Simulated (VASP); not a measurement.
# MnO (Fm-3m) in VASP: a series of runs

MnO is run at these levels: PBE+U; tasks: single point.

Everything below comes from runs of VASP 6.6.1. Logs are shortened: lines on timing, memory, paths and dates and some standing lists are left out, and cuts for length are marked.

## 1. The cell of the first run

The structure is cubic, space group Fm-3m (No. 225). The conventional cell has a = 4.480 Å, b = 4.480 Å, c = 4.480 Å, α = 90.00°, β = 90.00°, γ = 90.00°. Within 3.0 Å of Mn (site symmetry m-3m) lie 6 O at 2.24 Å. Within 3.0 Å of O (site symmetry m-3m) lie 6 Mn at 2.24 Å.

## 2. Single point, PBE+U, collinear spin, ferromagnetic start

INCAR reads:

```
PREC = Accurate ; ENCUT = 1340
EDIFF = 1E-6 ; ISMEAR = -1
SIGMA = 0.02 ; LREAL = F
LASPH = T ; NELM = 200
ALGO = Normal ; ISIF = 2
LWAVE = F ; LCHARG = T
ISPIN = 2 ; MAGMOM = 5 0
LORBIT = 11 ; NUPDOWN = 5.0
LMAXMIX = 4 ; LDAU = T
LDAUTYPE = 2 ; LDAUL = 2 -1
LDAUU = 2.8 0 ; LDAUJ = 0 0
LDAUPRINT = 1 ; GGA = PE
LELF = T ; LVHAR = T
NBANDS = 22 ; GGA_COMPAT = F
```

KPOINTS reads:

```
Automatic mesh
0
Gamma
  9 9 9
```

POSCAR reads:

```
MnO
1.0
    0.0000000000      2.2400000000      2.2400000000
    2.2400000000      0.0000000000      2.2400000000
    2.2400000000      2.2400000000      0.0000000000
Mn O
1 1
Direct
    0.0000000000      0.0000000000      0.0000000000
    0.5000000000      0.5000000000      0.5000000000
```

Potentials or basis: VASP PAW PBE potentials, release 64 (Mn_sv, O_h).

Run with:

```bash
$ cat potpaw_PBE.64/Mn_sv/POTCAR potpaw_PBE.64/O_h/POTCAR > POTCAR
$ mpirun -np 1 vasp_std > vasp.out
```

OUTCAR:

```text
PREC = Accurate
   ENCUT = 1340
   EDIFF = 1E-6
   ISMEAR = -1
   LREAL = F
   LASPH = T
   NELM = 200
   ISIF = 2
   ISPIN = 2
   LORBIT = 11
   NUPDOWN = 5.0
   GGA = PE

 ion  position               nearest neighbor table
   1  0.000  0.000  0.000-
   2  0.500  0.500  0.500-

  LATTYP: Found a face centered cubic cell.
 ALAT       =     4.4800000000

  Lattice vectors:

 A1 = (   0.0000000000,   2.2400000000,   2.2400000000)
 A2 = (   2.2400000000,   0.0000000000,   2.2400000000)
 A3 = (   2.2400000000,   2.2400000000,   0.0000000000)

Analysis of symmetry for initial positions (statically):
=====================================================================
 Subroutine PRICEL returns:
 Original cell was already a primitive cell.

 Routine SETGRP: Setting up the symmetry group for a
 face centered cubic supercell.

 Subroutine GETGRP returns: Found 48 space group operations
 (whereof 48 operations were pure point group operations)
 out of a pool of 48 trial point group operations.

The static configuration has the point symmetry O_h .

Analysis of symmetry for dynamics (positions and initial velocities):
=====================================================================
 Subroutine PRICEL returns:
 Original cell was already a primitive cell.

 Routine SETGRP: Setting up the symmetry group for a
 face centered cubic supercell.

 Subroutine GETGRP returns: Found 48 space group operations
 (whereof 48 operations were pure point group operations)
 out of a pool of 48 trial point group operations.

The dynamic configuration has the point symmetry O_h .

Analysis of structural, dynamic, and magnetic symmetry:
=====================================================================
 Subroutine PRICEL returns:
 Original cell was already a primitive cell.

 Routine SETGRP: Setting up the symmetry group for a
 face centered cubic supercell.

[... 163 lines left out ...]
  0.0000  0.0000  0.0000  0.0151  0.0000
  0.0000 -0.0000 -0.0000  0.0000  0.0566

 occupancies and eigenvectors

  o =  0.0151  v =  0.0000  0.0000  0.0000  0.0000  0.0000 -0.0002 -1.0000  0.0000  0.0017 -0.0000      0.0000  0.0000  0.0000  0.0000  0.0000  0.0000  0.0000  0.0000  0.0000  0.0000
  o =  0.0151  v =  0.0000  0.0000  0.0000  0.0000  0.0000 -0.0071  0.0017 -0.0000  1.0000 -0.0000      0.0000  0.0000  0.0000  0.0000  0.0000  0.0000  0.0000  0.0000  0.0000  0.0000
  o =  0.0151  v =  0.0000  0.0000  0.0000  0.0000  0.0000  1.0000 -0.0002  0.0000  0.0071 -0.0000      0.0000  0.0000  0.0000  0.0000  0.0000  0.0000  0.0000  0.0000  0.0000  0.0000
  o =  0.0566  v =  0.0000  0.0000  0.0000  0.0000  0.0000  0.0000  0.0000  0.0328  0.0000  0.9995      0.0000  0.0000  0.0000  0.0000  0.0000  0.0000  0.0000  0.0000  0.0000  0.0000
  o =  0.0566  v =  0.0000  0.0000  0.0000  0.0000  0.0000 -0.0000  0.0000  0.9995  0.0000 -0.0328      0.0000  0.0000  0.0000  0.0000  0.0000  0.0000  0.0000  0.0000  0.0000  0.0000
  o =  0.9043  v =  0.0000 -0.1226 -0.0000 -0.9925 -0.0000  0.0000  0.0000  0.0000  0.0000  0.0000      0.0000  0.0000  0.0000  0.0000  0.0000  0.0000  0.0000  0.0000  0.0000  0.0000
  o =  0.9043  v =  0.0000  0.9925 -0.0000 -0.1226  0.0000  0.0000  0.0000  0.0000  0.0000  0.0000      0.0000  0.0000  0.0000  0.0000  0.0000  0.0000  0.0000  0.0000  0.0000  0.0000
  o =  0.9043  v =  1.0000  0.0000  0.0000  0.0000  0.0000  0.0000  0.0000  0.0000  0.0000  0.0000      0.0000  0.0000  0.0000  0.0000  0.0000  0.0000  0.0000  0.0000  0.0000  0.0000
  o =  0.9363  v =  0.0000  0.0000  1.0000 -0.0000  0.0003  0.0000  0.0000  0.0000  0.0000  0.0000      0.0000  0.0000  0.0000  0.0000  0.0000  0.0000  0.0000  0.0000  0.0000  0.0000
  o =  0.9363  v =  0.0000 -0.0000 -0.0003 -0.0000  1.0000  0.0000  0.0000  0.0000  0.0000  0.0000      0.0000  0.0000  0.0000  0.0000  0.0000  0.0000  0.0000  0.0000  0.0000  0.0000

 number of electron      21.0000002 magnetization       5.0000001

 Free energy of the ion-electron system (eV)
  ---------------------------------------------------
  ext. energy  EPLUGINS =         0.00000000
  ---------------------------------------------------
  free energy    TOTEN  =       -15.62092657 eV

  energy without entropy =      -15.62079347  energy(sigma->0) =      -15.62086002

 E-fermi :   6.6573     XC(G=0): -11.7345

 val. band max:        8.8115642263   @ k =   0.4444   0.0000   0.0000
 cond. band min:       9.6027385108   @ k =   0.1111   0.0000   0.0000
 fundamental gap:      0.7911742845
 Fermi energy:         8.8750834499

 spin component 1

 k-point     1 :       0.0000    0.0000    0.0000
  band No.  band energies     occupation
      1     -72.3357      1.00000
      2     -41.0810      1.00000
      3     -41.0810      1.00000
      4     -41.0810      1.00000
      5     -10.5841      1.00000
      6       5.1086      1.00000
[... 1193 lines left out ...]
     21      37.4481      0.00000
     22      37.4481      0.00000

 [... further k-points ...]
[... 5 lines left out ...]
  --------------------------------------------------------------------------------------
  -------------------------------------------------------------------------------------
  Total        0.3130352      0.3130352      0.3130352     -0.0000000      0.0000000      0.0000000
  in kB       22.3115456     22.3115456     22.3115456     -0.0000000      0.0000000      0.0000000
  external PRESSURE =      22.3115456 kB  Pullay stress =       0.0000000 kB

 VOLUME and BASIS-vectors are now :
 -----------------------------------------------------------------------------
  energy-cutoff  :     1340.00
  volume of cell :       22.48
      direct lattice vectors                 reciprocal lattice vectors
     0.000000000  2.240000000  2.240000000    -0.223214286  0.223214286  0.223214286
     2.240000000  0.000000000  2.240000000     0.223214286 -0.223214286  0.223214286
     2.240000000  2.240000000  0.000000000     0.223214286  0.223214286 -0.223214286

 POSITION                                       TOTAL-FORCE (eV/Angst)
 -----------------------------------------------------------------------------------
      0.00000      0.00000      0.00000        -0.000000     -0.000000      0.000000
      2.24000      2.24000      2.24000         0.000000      0.000000     -0.000000
 -----------------------------------------------------------------------------------
    total drift:                                0.000000     -0.000000     -0.000000

  FREE ENERGIE OF THE ION-ELECTRON SYSTEM (eV)
  ---------------------------------------------------
  free  energy   TOTEN  =       -15.6209265742 eV

  energy  without entropy=      -15.6207934664  energy(sigma->0) =      -15.62086002

 total charge

# of ion       s       p       d       tot
------------------------------------------
    1        2.114   6.013   4.722  12.848
    2        1.039   2.305   0.000   3.344
--------------------------------------------------
tot          3.154   8.317   4.722  16.193

 magnetization (x)

# of ion       s       p       d       tot
------------------------------------------
    1        0.024   0.015   4.410   4.449
    2        0.025   0.122   0.000   0.147
--------------------------------------------------
tot          0.048   0.137   4.410   4.596
```

OSZICAR:

```text
N       E                     dE             d eps       ncg     rms          rms(c)
DAV:   1     0.427565247799E+03    0.42757E+03   -0.19063E+04  3096   0.230E+03
DAV:   2     0.225568702687E+02   -0.40501E+03   -0.37583E+03  3134   0.574E+02
DAV:   3    -0.142569409886E+02   -0.36814E+02   -0.35065E+02  3914   0.185E+02
DAV:   4    -0.167204732510E+02   -0.24635E+01   -0.24294E+01  5226   0.410E+01
DAV:   5    -0.167699126897E+02   -0.49439E-01   -0.49413E-01  3760   0.520E+00    0.145E+01
DAV:   6    -0.153471194246E+02    0.14228E+01   -0.82965E+00  5030   0.358E+01    0.133E+01
DAV:   7    -0.156118177995E+02   -0.26470E+00   -0.77707E-01  4694   0.139E+01    0.777E+00
DAV:   8    -0.156107756246E+02    0.10422E-02   -0.13256E-01  4124   0.452E+00    0.321E+00
DAV:   9    -0.156155845660E+02   -0.48089E-02   -0.13752E-02  4394   0.181E+00    0.761E-01
DAV:  10    -0.156200297783E+02   -0.44452E-02   -0.18618E-03  4646   0.425E-01    0.238E-01
DAV:  11    -0.156208274768E+02   -0.79770E-03   -0.39190E-04  4594   0.282E-01    0.637E-02
DAV:  12    -0.156209057246E+02   -0.78248E-04   -0.53314E-05  4384   0.103E-01    0.312E-02
DAV:  13    -0.156209202371E+02   -0.14513E-04   -0.15501E-05  3884   0.404E-02    0.140E-02
DAV:  14    -0.156209261697E+02   -0.59326E-05   -0.12554E-06  3698   0.143E-02    0.306E-03
DAV:  15    -0.156209265742E+02   -0.40455E-06   -0.20717E-07  2332   0.533E-03
   1 F= -.15620927E+02 E0= -.15620860E+02  d E =-.133108E-03  mag=     5.0000
```

stdout:

```text
POSCAR found type information on POSCAR MnO
 POSCAR found :  2 types and       2 ions
 scaLAPACK will be used
 LDA part: xc-table for (Slater+PW92), standard interpolation
 POSCAR, INCAR and KPOINTS ok, starting setup
 FFT: planning ... GRIDC
 FFT: planning ... GRID_SOFT
 FFT: planning ... GRID
 WAVECAR not read
 entering main loop
```

It took 2.3 min on 1 thread of Intel Xeon Platinum 8259CL at 2.50GHz (Skylake/Cascade Lake), shared host; peak memory 0.35 GiB.

Results:

| Item | Value |
| --- | --- |
| Free energy | -15.6209 eV |
| Pressure | 2.2 GPa |
| Net moment | 5.00 μB per cell |
| Site moments | Mn +4.45; O +0.15 μB |
| Valence electrons inside the program's atomic spheres | Mn 12.85; O 3.34 |

Eigenvalues of the final occupation matrices:
```
    site  spin  trace               eigenvalues
site 1 d     1   4.59  0.90 0.90 0.90 0.94 0.94
site 1 d     2   0.16  0.02 0.02 0.02 0.06 0.06
```

Caveat: the total moment is fixed, so each spin has its own Fermi level and the state may be an excited one; a cell with one magnetic atom can't hold antiferromagnetic order, which such compounds often take. The state reached can hang on the start; a lower one may exist.

## 3. Single point, PBE+U, collinear spin, ferromagnetic start

INCAR reads:

```
SYSTEM = MnO
  PREC = Accurate
  ENCUT = 1340
  EDIFF = 1E-6
  ISMEAR = -1
  SIGMA = 0.02
  LREAL = .False.
  LASPH = .True.
  NELM = 200
  ALGO = Normal
  ISIF = 2
  LWAVE = .False.
  LCHARG = .True.
  ISPIN = 2
  MAGMOM = 4.5 0
  LORBIT = 11
  LMAXMIX = 4
  LDAU = .True.
  LDAUTYPE = 2
  LDAUL = 2 -1
  LDAUU = 2.8 0
  LDAUJ = 0 0
  LDAUPRINT = 1
  GGA = PE
  LELF = .True.
  LVHAR = .True.
  NBANDS = 22
  GGA_COMPAT = .False.
```

KPOINTS reads:

```
regular mesh
0
Gamma
  9 9 9
  0 0 0
```

POSCAR is that of step 2.

Potentials or basis: VASP PAW PBE potentials, release 64 (Mn_sv, O_h).

Run with:

```bash
$ cat potpaw_PBE.64/Mn_sv/POTCAR potpaw_PBE.64/O_h/POTCAR > POTCAR
$ mpirun -np 1 vasp_std > vasp.out
```

Run time: 3 min. Hardware: 1 thread of Intel Xeon Platinum 8488C (Sapphire Rapids), shared host; peak memory 0.35 GiB.

It converged, with:

```yaml
Free_energy: -15.6209 eV
Pressure: 2.2 GPa
Band_gap_on_the_k_mesh: zero (filled and empty bands overlap)
Net_moment: 5.00 μB per cell
Site_moments: Mn +4.45; O +0.15 μB
Valence_electrons_inside_the_program's_atomic_spheres: Mn 12.85; O 3.34
```

Levels at points of the mesh, in eV from the Fermi level:
Spin up:
```tsv
k point	band 10	band 11	band 12	band 13	band 14	band 15	band 16	band 17
(0.00, 0.00, 0.00)	-3.38	-3.01	-3.01	-3.01	-0.13	14.32	16.16	16.16
```
Spin down:
```
           k point  band 5  band 6  band 7  band 8  band 9  band 10  band 11  band 12
(0.00, 0.00, 0.00)  -19.05   -2.67   -2.67   -2.67    1.23     2.47     2.47     2.47
```

Eigenvalues of the final occupation matrices:
| site | spin | trace | eigenvalues |
| --- | --- | --- | --- |
| site 1 d | 1 | 4.59 | 0.90 0.90 0.90 0.94 0.94 |
| site 1 d | 2 | 0.16 | 0.02 0.02 0.02 0.06 0.06 |

Caveat: a cell with one magnetic atom can't hold antiferromagnetic order, which such compounds often take.

The gap in the log of VASP goes by the Fermi energy; the results here count the filled bands.